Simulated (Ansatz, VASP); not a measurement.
## Two plane-wave programs on Re

INCAR

```
SYSTEM = Re
  PREC = Accurate
  ENCUT = 520
  EDIFF = 1E-6
  ISMEAR = 0
  SIGMA = 0.15
  LREAL = .FALSE.
  LASPH = .TRUE.
  NELM = 100
  ALGO = Fast
  ISIF = 2
  LWAVE = .FALSE.
  LCHARG = .FALSE.
  GGA = PE
  NBANDS = 14
```

Contents of KPOINTS:

```
regular mesh
0
G
  21 21 12
  0 0 0
```

Contents of POSCAR:

```
Re
1.0
    2.7653363785      0.0000000000      0.0000000000
   -1.3826681893      2.3948515538      0.0000000000
    0.0000000000      0.0000000000      4.4735766300
Re
2
Direct
    0.3333333333      0.6666666667      0.2500000000
    0.6666666667      0.3333333333      0.7500000000
```

Input for Ansatz:

```yaml
crystal:
  lattice:
    - [2.7653363785, 0.0, 0.0]
    - [-1.3826681893, 2.3948515538, 0.0]
    - [0.0, 0.0, 4.47357663]
  atoms:
    - { symbol: Re, position: [0.3333333333, 0.6666666667, 0.25] }
    - { symbol: Re, position: [0.6666666667, 0.3333333333, 0.75] }
basis:
  ecutwfc: 420
kpoints:
  mp_grid: { grid: [21, 21, 12] }
hamiltonian:
  xc: pbe
scf:
  occupations: { method: gaussian, width: 0.15 }
output:
  forces: true
  stress: true
  eigenvalues: true
```

Alike in both runs: task single point; functional PBE; k mesh 21 × 21 × 12; occupations gaussian, width 0.15 eV; no spin polarisation.

|  | VASP | Ansatz |
| --- | --- | --- |
| version | VASP 6.6.1 | Ansatz 0.2.0 |
| potentials or method | VASP PAW PBE potentials, release 64 (Re), cutoff 520 eV | scalar-relativistic, plane waves, PAW |
| valence electrons in the cell | 14 | 30 |

|  | VASP | Ansatz | Ansatz less VASP |
| --- | --- | --- | --- |
| gap on the k mesh at the Fermi level (eV) | none | none | - |
| pressure (GPa) | 3.0 | 3.4 | +0.44 |
| traceless stress, the component that is largest in VASP (GPa) | -0.68 | -0.57 | +0.110 |

A gap of «none» marks a metal or a gap that the smearing closes. The functional is the same, so the differences come from potentials, cutoffs and numerics. VASP's potentials hold 14 valence electrons a cell and Ansatz's 30, so a difference there can come from the potentials and not from the codes.

Neither program's run includes spin-orbit coupling.
